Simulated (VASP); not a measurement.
# Al (Pm-3m) in VASP: single point with PBE

Aim: the single point of Al with PBE.

All numbers are computed with VASP 6.6.1; they aren't measurements. Logs are shortened: lines on timing, memory, paths and dates and some standing lists are left out, and cuts for length are marked.

### 1 The cell of the first run

It takes space group Pm-3m (No. 221, cubic). Conventional cell: a = 2.526 Å, b = 2.526 Å, c = 2.526 Å, α = 90.00°, β = 90.00°, γ = 90.00°. Within 3.3 Å of Al (site symmetry m-3m) lie 6 Al at 2.53 Å.

### 2 Single point, PBE

Contents of INCAR:

```
SYSTEM = Al
PREC = Accurate
ENCUT = 520
EDIFF = 1E-7
ISMEAR = 0
SIGMA = 0.15
LREAL = .FALSE.
LASPH = .TRUE.
NELM = 60
ALGO = Normal
ISIF = 2
LWAVE = .FALSE.
LCHARG = .TRUE.
GGA = PE
LELF = .TRUE.
LVHAR = .TRUE.
NBANDS = 8
```

Contents of KPOINTS:

```
Automatic mesh
0
G
  24 24 24
  0 0 0
```

Contents of POSCAR:

```
Al
1.0
   -0.8419674075      1.6839348149      1.6839348149
    1.6839348149     -0.8419674075      1.6839348149
    1.6839348149      1.6839348149     -0.8419674075
Al
1
Direct
    0.0000000000      0.0000000000      0.0000000000
```

Potentials or basis: VASP PAW PBE potentials, release 64 (Al).

Command:

```bash
$ cat potpaw_PBE.64/Al/POTCAR > POTCAR
$ mpirun -np 1 vasp_std > vasp.out
```

OUTCAR:

```text
SYSTEM = Al
   PREC = Accurate
   ENCUT = 520
   EDIFF = 1E-7
   ISMEAR = 0
   LREAL = .FALSE.
   LASPH = .TRUE.
   NELM = 60
   ISIF = 2
   GGA = PE

 ion  position               nearest neighbor table
   1  0.000  0.000  0.000-

  LATTYP: Found a simple cubic cell.
 ALAT       =     2.5259022224

  Lattice vectors:

 A1 = (  -0.8419674075,   1.6839348149,   1.6839348149)
 A2 = (   1.6839348149,  -0.8419674075,   1.6839348149)
 A3 = (   1.6839348149,   1.6839348149,  -0.8419674075)

Analysis of symmetry for initial positions (statically):
=====================================================================
 Subroutine PRICEL returns:
 Original cell was already a primitive cell.

 Routine SETGRP: Setting up the symmetry group for a
 simple cubic supercell.

 Subroutine GETGRP returns: Found 48 space group operations
 (whereof 48 operations were pure point group operations)
 out of a pool of 48 trial point group operations.

The static configuration has the point symmetry O_h .

Analysis of symmetry for dynamics (positions and initial velocities):
=====================================================================
 Subroutine PRICEL returns:
 Original cell was already a primitive cell.

 Routine SETGRP: Setting up the symmetry group for a
 simple cubic supercell.

 Subroutine GETGRP returns: Found 48 space group operations
 (whereof 48 operations were pure point group operations)
 out of a pool of 48 trial point group operations.

The dynamic configuration has the point symmetry O_h .

 Subroutine INISYM returns: Found 48 space group operations
 (whereof 48 operations are pure point group operations),
 and found     1 'primitive' translations

----------------------------------------------------------------------------------------

                                     Primitive cell

  volume of cell :      16.1157

  direct lattice vectors                    reciprocal lattice vectors
    -0.841967407  1.683934815  1.683934815    -0.131966048  0.263932096  0.263932096
     1.683934815 -0.841967407  1.683934815     0.263932096 -0.131966048  0.263932096
     1.683934815  1.683934815 -0.841967407     0.263932096  0.263932096 -0.131966048

  length of vectors
     2.525902222  2.525902222  2.525902222     0.395898143  0.395898143  0.395898143

  position of ions in fractional coordinates (direct lattice)
     0.000000000  0.000000000  0.000000000

  ion indices of the primitive-cell ions
   primitive index   ion index
                 1           1

----------------------------------------------------------------------------------------

 KPOINTS: Automatic mesh

Automatic generation of k-mesh.
 Grid dimensions read from file:
 generate k-points for:   24   24   24

 Generating k-lattice:

  Cartesian coordinates                     Fractional coordinates (reciprocal lattice)
    -0.005498585  0.010997171  0.010997171     0.041666667 -0.000000000 -0.000000000
     0.010997171 -0.005498585  0.010997171    -0.000000000  0.041666667 -0.000000000
     0.010997171  0.010997171 -0.005498585    -0.000000000 -0.000000000  0.041666667

  Length of vectors
     0.016495756  0.016495756  0.016495756

  Shift w.r.t. Gamma in fractional coordinates (k-lattice)
     0.000000000  0.000000000  0.000000000

 Subroutine IBZKPT returns following result:
 ===========================================

 Found    455 irreducible k-points:

 Following reciprocal coordinates:
            Coordinates               Weight
  0.000000  0.000000  0.000000      1.000000
  0.041667  0.000000 -0.000000      6.000000
  0.083333  0.000000  0.000000      6.000000
  0.125000  0.000000  0.000000      6.000000
  0.166667  0.000000  0.000000      6.000000
  0.208333 -0.000000 -0.000000      6.000000
[... 16 lines left out ...]
  0.416667  0.041667  0.000000     24.000000
  0.458333  0.041667  0.000000     24.000000
 [... further k-points ...]
   k-points           NKPTS =    455   k-points in BZ     NKDIM =    455   number of bands    NBANDS=      8
   number of dos      NEDOS =    301   number of ions     NIONS =      1
   total plane-waves  NPLWV =   8000
   dimension x,y,z NGX =    20 NGY =   20 NGZ =   20
   dimension x,y,z NGXF=    40 NGYF=   40 NGZF=   40
   ions per type =               1
   NGX,Y,Z   is equivalent  to a cutoff of  13.16, 13.16, 13.16 a.u.
   NGXF,Y,Z  is equivalent  to a cutoff of  26.33, 26.33, 26.33 a.u.
 SYSTEM =  Al
   PREC   = accura    normal or accurate (medium, high low for compatibility)
   ISTART =      0    job   : 0-new  1-cont  2-samecut
   ICHARG =      2    charge: 1-file 2-atom 10-const
   ISPIN  =      1    spin polarized calculation?
   LNONCOLLINEAR =      F non collinear calculations
   LSORBIT =      F    spin-orbit coupling
   LASPH  =      T    aspherical Exc in radial PAW
   ENCUT  =  520.0 eV  38.22 Ry    6.18 a.u.   4.70  4.70  4.70*2*pi/ulx,y,z
   NELM   =     60;   NELMIN=  2; NELMDL= -5     # of ELM steps
   EDIFF  = 0.1E-06   stopping-criterion for ELM
   LREAL  =      F    real-space projection
   EDIFFG = 0.1E-05   stopping-criterion for IOM
   NSW    =      0    number of steps for IOM
   IBRION =     -1    ionic relax: 0-MD 1-quasi-New 2-CG
   NFREE  =      0    steps in history (QN), initial steepest desc. (CG)
   ISIF   =      2    stress and relaxation
   ISYM   =      2    0-nonsym 1-usesym 2-fastsym
   POTIM  = 0.5000    time-step for ionic-motion
   TEBEG  =    0.0;   TEEND  =   0.0 temperature during run
   PSTRESS=    0.0 pullay stress
   NELECT =       3.0000    total number of electrons
   NUPDOWN=      -1.0000    fix difference up-down
   EMIN   =  10.00;   EMAX   =-10.00  energy-range for DOS
   EFERMI =   0.00;   METHOD = LEGACY
   ISMEAR =     0;   SIGMA  =   0.15  broadening in eV -4-tet -1-fermi 0-gaus
   EFERMI_NEDOS =   21; number of points for ismear=-14 and -15
   IALGO  =     38    algorithm
   IMIX   =      4    mixing-type and parameters
     AMIX     =   0.40;   BMIX     =  1.00
     AMIX_MAG =   1.60;   BMIX_MAG =  1.00
  volume/ion in A,a.u.               =      16.12       108.75
  Fermi-wavevector in a.u.,A,eV,Ry     =   0.934757  1.766435 11.888371  0.873771
  Thomas-Fermi vector in A             =   2.061595
   LORBIT       =      0    0 simple, 1 ext, 2 COOP (PROOUT), +10 PAW based schemes
   GGA     = PE    functional components
   LHFCALC =     F    Hartree Fock is set to
   AEXX    =    0.0000 exact exchange contribution
   IVDW    =     0    specifies the selected vdW correction
   LEPSILON=     F    determine dielectric tensor
   LRPA    =     F    only Hartree local field effects (RPA)
 non-spin polarized calculation
 Gauss-broadening in eV      SIGMA  =   0.15
  energy-cutoff  :      520.00
  volume of cell :       16.12
 maximum number of plane-waves:       461
 NGX is ok and might be reduce to    20
   NGX =  9   NGY =  9   NGZ =  9

 number of electron       3.0000000 magnetization

 Free energy of the ion-electron system (eV)
  ---------------------------------------------------
  ext. energy  EPLUGINS =         0.00000000
  ---------------------------------------------------
  free energy    TOTEN  =        -3.16403552 eV

  energy without entropy =       -3.15926308  energy(sigma->0) =       -3.16164930

 E-fermi :   7.7860     XC(G=0): -10.2278

 val. band max:        7.7684799327   @ k =   0.5000   0.4583   0.2083
 cond. band min:       7.7914157489   @ k =   0.3750   0.3750   0.0000
 fundamental gap:      0.0229358162
 Fermi energy:         7.7860083125

 k-point     1 :       0.0000    0.0000    0.0000
  band No.  band energies     occupation
      1      -3.1442      2.00000
      2      16.3428      0.00000
      3      16.3428      0.00000
      4      18.7162      0.00000
      5      18.7162      0.00000
      6      18.7162      0.00000
      7      26.1556      0.00000
      8      35.1193      0.00000

 k-point     2 :       0.0417    0.0000   -0.0000
  band No.  band energies     occupation
      1      -3.1041      2.00000
      2      15.7020      0.00000
      3      16.3768      0.00000
      4      18.7486      0.00000
      5      18.7486      0.00000
      6      19.2833      0.00000
      7      26.3163      0.00000
      8      34.7759      0.00000

 k-point     3 :       0.0833    0.0000    0.0000
  band No.  band energies     occupation
      1      -2.9840      2.00000
      2      14.4871      0.00000
      3      16.4783      0.00000
      4      18.8458      0.00000
      5      18.8458      0.00000
      6      20.2705      0.00000
      7      26.8021      0.00000
      8      33.9191      0.00000

 k-point     4 :       0.1250    0.0000    0.0000
  band No.  band energies     occupation
      1      -2.7841      2.00000
      2      13.1521      0.00000
      3      16.6458      0.00000
      4      19.0079      0.00000
      5      19.0079      0.00000
      6      21.2203      0.00000
      7      27.6083      0.00000
      8      32.8215      0.00000

 k-point     5 :       0.1667    0.0000    0.0000
  band No.  band energies     occupation
      1      -2.5049      2.00000
      2      11.7991      0.00000
      3      16.8765      0.00000
      4      19.2350      0.00000
      5      19.2350      0.00000
      6      22.0541      0.00000
      7      28.6928      0.00000
      8      31.6398      0.00000

 k-point     6 :       0.2083   -0.0000   -0.0000
  band No.  band energies     occupation
      1      -2.1469      2.00000
      2      10.4638      0.00000
      3      17.1659      0.00000
      4      19.5273      0.00000
      5      19.5273      0.00000
      6      22.7887      0.00000
      7      29.9647      0.00000
      8      30.4477      0.00000

 k-point     7 :       0.2500    0.0000    0.0000
  band No.  band energies     occupation
      1      -1.7110      2.00000
      2       9.1640      0.00000
      3      17.5069      0.00000
      4      19.8849      0.00000
      5      19.8849      0.00000
      6      23.4639      0.00000
      7      29.2808      0.00000
      8      29.2808      0.00000

 k-point     8 :       0.2917    0.0000    0.0000
  band No.  band energies     occupation
      1      -1.1981      2.00000
      2       7.9102      0.24158
      3      17.8884      0.00000
      4      20.3079      0.00000
      5      20.3079      0.00000
      6      24.1102      0.00000
      7      28.1571      0.00000
      8      28.1571      0.00000

 k-point     9 :       0.3333    0.0000    0.0000
  band No.  band energies     occupation
      1      -0.6096      2.00000
      2       6.7097      2.00000
      3      18.2927      0.00000
      4      20.7966      0.00000
      5      20.7966      0.00000
      6      24.7401      0.00000
      7      27.0868      0.00000
      8      27.0868      0.00000

 k-point    10 :       0.3750    0.0000    0.0000
  band No.  band energies     occupation
      1       0.0528      2.00000
      2       5.5682      2.00000
      3      18.6922      0.00000
      4      21.3510      0.00000
      5      21.3510      0.00000
      6      25.3442      0.00000
      7      26.0757      0.00000
      8      26.0757      0.00000
[... 78 lines left out ...]
 k-point    18 :       0.2083    0.0417    0.0000
  band No.  band energies     occupation
      1      -2.1071      2.00000
      2      10.4931      0.00000
      3      16.6615      0.00000
      4      19.5595      0.00000
      5      19.7349      0.00000
      6      23.1418      0.00000
      7      29.6721      0.00000
      8      30.1577      0.00000

 k-point    19 :       0.2500    0.0417   -0.0000
  band No.  band energies     occupation
      1      -1.6713      2.00000
      2       9.1966      0.00000
      3      17.0114      0.00000
      4      19.9170      0.00000
      5      20.0853      0.00000
      6      23.8108      0.00000
      7      28.6043      0.00000
      8      29.3038      0.00000

 k-point    20 :       0.2917    0.0417   -0.0000
  band No.  band energies     occupation
      1      -1.1586      2.00000
      2       7.9448      0.13441
      3      17.4091      0.00000
      4      20.3399      0.00000
      5      20.4898      0.00000
      6      24.4373      0.00000
      7      27.4914      0.00000
      8      28.1825      0.00000

 k-point    21 :       0.3333    0.0417    0.0000
  band No.  band energies     occupation
      1      -0.5702      2.00000
      2       6.7455      2.00000
      3      17.8395      0.00000
      4      20.8284      0.00000
      5      20.9413      0.00000
      6      25.0062      0.00000
      7      26.4858      0.00000
      8      27.1140      0.00000

 k-point    22 :       0.3750    0.0417    0.0000
  band No.  band energies     occupation
      1       0.0920      2.00000
      2       5.6049      2.00000
      3      18.2776      0.00000
      4      21.3825      0.00000
      5      21.4278      0.00000
      6      25.1683      0.00000
      7      25.9458      0.00000
      8      26.1043      0.00000

 k-point    23 :       0.4167    0.0417    0.0000
  band No.  band energies     occupation
      1       0.8248      2.00000
      2       4.5287      2.00000
      3      18.6800      0.00000
      4      21.9306      0.00000
      5      22.0019      0.00000
      6      24.4997      0.00000
      7      25.1574      0.00000
      8      26.2648      0.00000

 k-point    24 :       0.4583    0.0417    0.0000
  band No.  band energies     occupation
      1       1.6176      2.00000
      2       3.5293      2.00000
      3      18.9784      0.00000
      4      22.4145      0.00000
      5      22.6839      0.00000
      6      23.8379      0.00000
      7      24.2782      0.00000
      8      26.5255      0.00000

 [... further k-points ...]
[... 5 lines left out ...]
  --------------------------------------------------------------------------------------
  -------------------------------------------------------------------------------------
  Total        2.0717997      2.0717997      2.0717997     -0.0000000     -0.0000000     -0.0000000
  in kB      205.9722689    205.9722689    205.9722689     -0.0000000     -0.0000000     -0.0000000
  external PRESSURE =     205.9722689 kB  Pullay stress =       0.0000000 kB

 VOLUME and BASIS-vectors are now :
 -----------------------------------------------------------------------------
  energy-cutoff  :      520.00
  volume of cell :       16.12
      direct lattice vectors                 reciprocal lattice vectors
    -0.841967407  1.683934815  1.683934815    -0.131966048  0.263932096  0.263932096
     1.683934815 -0.841967407  1.683934815     0.263932096 -0.131966048  0.263932096
     1.683934815  1.683934815 -0.841967407     0.263932096  0.263932096 -0.131966048

 POSITION                                       TOTAL-FORCE (eV/Angst)
 -----------------------------------------------------------------------------------
      0.00000      0.00000      0.00000         0.000000     -0.000000     -0.000000
 -----------------------------------------------------------------------------------
    total drift:                                0.000000     -0.000000     -0.000000

  FREE ENERGIE OF THE ION-ELECTRON SYSTEM (eV)
  ---------------------------------------------------
  free  energy   TOTEN  =        -3.1640355154 eV

  energy  without entropy=       -3.1592630766  energy(sigma->0) =       -3.16164930
```

It took 64 s on 1 thread of AMD EPYC 7R13, shared host; peak memory 0.13 GiB.

What came out:

- Free energy: -3.1640 eV
- Pressure: 20.6 GPa

Levels at points of the mesh, in eV from the Fermi level:
```csv
k point,band 1,band 2,band 3,band 4,band 5
"(0.00, 0.00, 0.00)",-10.93,8.56,8.56,10.93,10.93
"(0.50, 0.00, 0.00)",-5.56,-5.01,11.60,15.50,15.50
"(0.50, 0.50, 0.00)",-0.63,-0.63,0.61,1.68,18.86
"(0.50, 0.50, 0.50)",3.67,3.67,3.67,5.66,5.66
```
